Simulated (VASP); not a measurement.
# KBr (I4/mmm) in VASP: notebook, part 2 of 2

VASP 6.6.1. The steps go on from the part before.

## (3) Single point, PBE (strain +0.040 along x and y, +0.080 along z)

INCAR reads:

```
SYSTEM = KBr
PREC = Accurate ; ENCUT = 520
EDIFF = 1E-6 ; ISMEAR = 0
SIGMA = 0.05 ; LREAL = .False.
LASPH = .True. ; NELM = 80
ALGO = Normal ; ISIF = 2
LWAVE = .False. ; LCHARG = .False.
GGA = PE ; NBANDS = 15
```

KPOINTS reads:

```
regular mesh
0
Gamma
  6 6 6
  0 0 0
```

POSCAR reads:

```
KBr
1.0
    0.0000000000      3.4242000000      3.5559000000
    3.4242000000      0.0000000000      3.5559000000
    3.4242000000      3.4242000000      0.0000000000
K Br
1 1
Direct
    0.0000000000      0.0000000000      0.0000000000
    0.5000000000      0.5000000000      0.5000000000
```

Potentials or basis: VASP PAW PBE potentials, release 64 (K_sv, Br).

The run is started by

```bash
cat potpaw_PBE.64/K_sv/POTCAR potpaw_PBE.64/Br/POTCAR > POTCAR
mpirun -np 1 vasp_std > vasp.out
```

OUTCAR:

```text
SYSTEM = KBr
   PREC = Accurate
   ENCUT = 520
   EDIFF = 1E-6
   ISMEAR = 0
   LREAL = .False.
   LASPH = .True.
   NELM = 80
   ISIF = 2
   GGA = PE

 ion  position               nearest neighbor table
   1  0.000  0.000  0.000-
   2  0.500  0.500  0.500-

  LATTYP: Found a body centered tetragonal cell.
 ALAT       =     4.8425500803
 C/A-ratio  =     1.4686063917

  Lattice vectors:

 A1 = (  -3.4242000000,   0.0000000000,   3.5559000000)
 A2 = (   3.4242000000,   0.0000000000,   3.5559000000)
 A3 = (   0.0000000000,   3.4242000000,  -3.5559000000)

Analysis of symmetry for initial positions (statically):
=====================================================================
 Subroutine PRICEL returns:
 Original cell was already a primitive cell.

 Routine SETGRP: Setting up the symmetry group for a
 body centered tetragonal supercell.

 Subroutine GETGRP returns: Found 16 space group operations
 (whereof 16 operations were pure point group operations)
 out of a pool of 16 trial point group operations.

The static configuration has the point symmetry D_4h.

Analysis of symmetry for dynamics (positions and initial velocities):
=====================================================================
 Subroutine PRICEL returns:
 Original cell was already a primitive cell.

 Routine SETGRP: Setting up the symmetry group for a
 body centered tetragonal supercell.

 Subroutine GETGRP returns: Found 16 space group operations
 (whereof 16 operations were pure point group operations)
 out of a pool of 16 trial point group operations.

The dynamic configuration has the point symmetry D_4h.

 Subroutine INISYM returns: Found 16 space group operations
 (whereof 16 operations are pure point group operations),
 and found     1 'primitive' translations

----------------------------------------------------------------------------------------

                                     Primitive cell

  volume of cell :      83.3869

  direct lattice vectors                    reciprocal lattice vectors
     0.000000000  3.424200000  3.555900000    -0.146019508  0.146019508  0.140611378
     3.424200000  0.000000000  3.555900000     0.146019508 -0.146019508  0.140611378
     3.424200000  3.424200000  0.000000000     0.146019508  0.146019508 -0.140611378

  length of vectors
     4.936554512  4.936554512  4.842550080     0.249829849  0.249829849  0.249829849

  position of ions in fractional coordinates (direct lattice)
     0.000000000  0.000000000  0.000000000
     0.500000000  0.500000000  0.500000000

  ion indices of the primitive-cell ions
   primitive index   ion index
                 1           1
                 2           2

----------------------------------------------------------------------------------------

 KPOINTS: regular mesh

Automatic generation of k-mesh.
 Grid dimensions read from file:
 generate k-points for:    6    6    6

 Generating k-lattice:

  Cartesian coordinates                     Fractional coordinates (reciprocal lattice)
    -0.024336585  0.024336585  0.023435230     0.166666667  0.000000000  0.000000000
     0.024336585 -0.024336585  0.023435230     0.000000000  0.166666667  0.000000000
[... 41 lines left out ...]
   number of dos      NEDOS =    301   number of ions     NIONS =      2
   total plane-waves  NPLWV =  57600
   dimension x,y,z NGX =    40 NGY =   40 NGZ =   36
   dimension x,y,z NGXF=    80 NGYF=   80 NGZF=   72
   ions per type =               1   1
   NGX,Y,Z   is equivalent  to a cutoff of  13.47, 13.47, 12.36 a.u.
   NGXF,Y,Z  is equivalent  to a cutoff of  26.94, 26.94, 24.72 a.u.
 SYSTEM =  KBr
   PREC   = accura    normal or accurate (medium, high low for compatibility)
   ISTART =      0    job   : 0-new  1-cont  2-samecut
   ICHARG =      2    charge: 1-file 2-atom 10-const
   ISPIN  =      1    spin polarized calculation?
   LNONCOLLINEAR =      F non collinear calculations
   LSORBIT =      F    spin-orbit coupling
   LASPH  =      T    aspherical Exc in radial PAW
   ENCUT  =  520.0 eV  38.22 Ry    6.18 a.u.   9.18  9.18  9.00*2*pi/ulx,y,z
   NELM   =     80;   NELMIN=  2; NELMDL= -5     # of ELM steps
   EDIFF  = 0.1E-05   stopping-criterion for ELM
   LREAL  =      F    real-space projection
   EDIFFG = 0.1E-04   stopping-criterion for IOM
   NSW    =      0    number of steps for IOM
   IBRION =     -1    ionic relax: 0-MD 1-quasi-New 2-CG
   NFREE  =      0    steps in history (QN), initial steepest desc. (CG)
   ISIF   =      2    stress and relaxation
   ISYM   =      2    0-nonsym 1-usesym 2-fastsym
   POTIM  = 0.5000    time-step for ionic-motion
   TEBEG  =    0.0;   TEEND  =   0.0 temperature during run
   PSTRESS=    0.0 pullay stress
   NELECT =      16.0000    total number of electrons
   NUPDOWN=      -1.0000    fix difference up-down
   EMIN   =  10.00;   EMAX   =-10.00  energy-range for DOS
   EFERMI =   0.00;   METHOD = LEGACY
   ISMEAR =     0;   SIGMA  =   0.05  broadening in eV -4-tet -1-fermi 0-gaus
   EFERMI_NEDOS =   21; number of points for ismear=-14 and -15
   IALGO  =     38    algorithm
   IMIX   =      4    mixing-type and parameters
     AMIX     =   0.40;   BMIX     =  1.00
     AMIX_MAG =   1.60;   BMIX_MAG =  1.00
  volume/ion in A,a.u.               =      41.69       281.36
  Fermi-wavevector in a.u.,A,eV,Ry     =   0.944240  1.784354 12.130798  0.891589
  Thomas-Fermi vector in A             =   2.072025
   LORBIT       =      0    0 simple, 1 ext, 2 COOP (PROOUT), +10 PAW based schemes
   GGA     = PE    functional components
   LHFCALC =     F    Hartree Fock is set to
   AEXX    =    0.0000 exact exchange contribution
   IVDW    =     0    specifies the selected vdW correction
   LEPSILON=     F    determine dielectric tensor
   LRPA    =     F    only Hartree local field effects (RPA)
 non-spin polarized calculation
 Gauss-broadening in eV      SIGMA  =   0.05
  energy-cutoff  :      520.00
  volume of cell :       83.39
 maximum number of plane-waves:      2276
 NGX is ok and might be reduce to    40
   NGX = 19   NGY = 19   NGZ = 17

 number of electron      15.9999999 magnetization

 Free energy of the ion-electron system (eV)
  ---------------------------------------------------
  ext. energy  EPLUGINS =         0.00000000
  ---------------------------------------------------
  free energy    TOTEN  =        -6.19281283 eV

  energy without entropy =       -6.19281283  energy(sigma->0) =       -6.19281283

 E-fermi :  -2.0517     XC(G=0):  -6.7950

 val. band max:       -2.2632844504   @ k =   0.0000   0.0000   0.0000
 cond. band min:       1.8028273611   @ k =   0.0000   0.0000   0.0000
 fundamental gap:      4.0661118115
 Fermi energy:        -2.0516649492

 k-point     1 :       0.0000    0.0000    0.0000
  band No.  band energies     occupation
      1     -30.3888      2.00000
      2     -14.4025      2.00000
      3     -13.8615      2.00000
      4     -13.8526      2.00000
      5     -13.8526      2.00000
      6      -2.2658      2.00000
      7      -2.2658      2.00000
      8      -2.2633      2.00000
      9       1.8028      0.00000
     10       5.1373      0.00000
     11       5.3376      0.00000
     12       5.3376      0.00000
     13       5.9326      0.00000
     14       6.0783      0.00000
[... 401 lines left out ...]
      2     -14.4131      2.00000
      3     -13.8840      2.00000
      4     -13.8742      2.00000
      5     -13.8073      2.00000
      6      -2.9107      2.00000
      7      -2.6071      2.00000
      8      -2.5036      2.00000
      9       4.0319      0.00000
     10       4.5964      0.00000
     11       6.1360      0.00000
     12       6.9502      0.00000
     13       6.9878      0.00000
     14       7.7020      0.00000
     15       8.1073      0.00000

 [... further k-points ...]

------------------------ aborting loop because EDIFF is reached ----------------------------------------

  FORCE on cell =-STRESS in cart. coord.  units (eV):
  Direction    XX          YY          ZZ          XY          YZ          ZX
  --------------------------------------------------------------------------------------
  -------------------------------------------------------------------------------------
  Total       -0.4480745     -0.4480745     -0.6868553      0.0000000     -0.0000000      0.0000000
  in kB       -8.6092041     -8.6092041    -13.1970859      0.0000000     -0.0000000      0.0000000
  external PRESSURE =     -10.1384980 kB  Pullay stress =       0.0000000 kB

 VOLUME and BASIS-vectors are now :
 -----------------------------------------------------------------------------
  energy-cutoff  :      520.00
  volume of cell :       83.39
      direct lattice vectors                 reciprocal lattice vectors
     0.000000000  3.424200000  3.555900000    -0.146019508  0.146019508  0.140611378
     3.424200000  0.000000000  3.555900000     0.146019508 -0.146019508  0.140611378
     3.424200000  3.424200000  0.000000000     0.146019508  0.146019508 -0.140611378

 POSITION                                       TOTAL-FORCE (eV/Angst)
 -----------------------------------------------------------------------------------
      0.00000      0.00000      0.00000         0.000000      0.000000      0.000000
      3.42420      3.42420      3.55590         0.000000      0.000000     -0.000000
 -----------------------------------------------------------------------------------
    total drift:                                0.000000     -0.000000     -0.000000

  FREE ENERGIE OF THE ION-ELECTRON SYSTEM (eV)
  ---------------------------------------------------
  free  energy   TOTEN  =        -6.1928128349 eV

  energy  without entropy=       -6.1928128348  energy(sigma->0) =       -6.19281283
```

stdout:

```text
POSCAR found type information on POSCAR K Br
 POSCAR found :  2 types and       2 ions
 scaLAPACK will be used
 LDA part: xc-table for (Slater+PW92), standard interpolation
 POSCAR, INCAR and KPOINTS ok, starting setup
 FFT: planning ... GRIDC
 FFT: planning ... GRID_SOFT
 FFT: planning ... GRID
 WAVECAR not read
 entering main loop
```

It took 56 s on 1 thread of Intel Xeon 8259CL, shared host; peak memory 0.24 GiB.

What came out:

```yaml
Free_energy: -6.1928 eV
Pressure: -1.0 GPa
Band_gap_on_the_k_mesh: 4.07 eV
```

Stress tensor (GPa, compression positive):
```
-0.86  0.00  0.00
 0.00 -0.86  0.00
 0.00  0.00 -1.32
```

Caveat: the cell differs from its parent crystal (strain +0.040 along x and y, +0.080 along z).
